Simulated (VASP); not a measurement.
A run of VASP 6.6.1 is set up as follows.

INCAR

```
  PREC = Accurate
  ENCUT = 520
  EDIFF = 1E-6
  ISMEAR = -1
  SIGMA = 0.05
  LREAL = F
  LASPH = T
  NELM = 60
  ALGO = Normal
  ISIF = 2
  LWAVE = F
  LCHARG = F
  GGA = PE
  NBANDS = 11
```

KPOINTS

```
Automatic mesh
0
Gamma
  9 9 9
```

The input POSCAR:

```
NaH
1.0
    0.0000000000      2.4236236676      2.4236236676
    2.4236236676      0.0000000000      2.4236236676
    2.4236236676      2.4236236676      0.0000000000
Na H
1 1
Direct
    0.0000000000      0.0000000000      0.0000000000
    0.5000000000      0.5000000000      0.5000000000
```

Potentials or basis: VASP PAW PBE potentials, release 64 (Na_pv, H).

Launch:

```bash
$ cat potpaw_PBE.64/Na_pv/POTCAR potpaw_PBE.64/H/POTCAR > POTCAR
$ mpirun -np 1 vasp_std > vasp.out
```

(1) Predict the band gap on the k mesh.

(2) Estimate the pressure.

## Answers

(1) 4.05 eV, indirect (least direct gap 4.75 eV).

(2) -0.2 GPa.
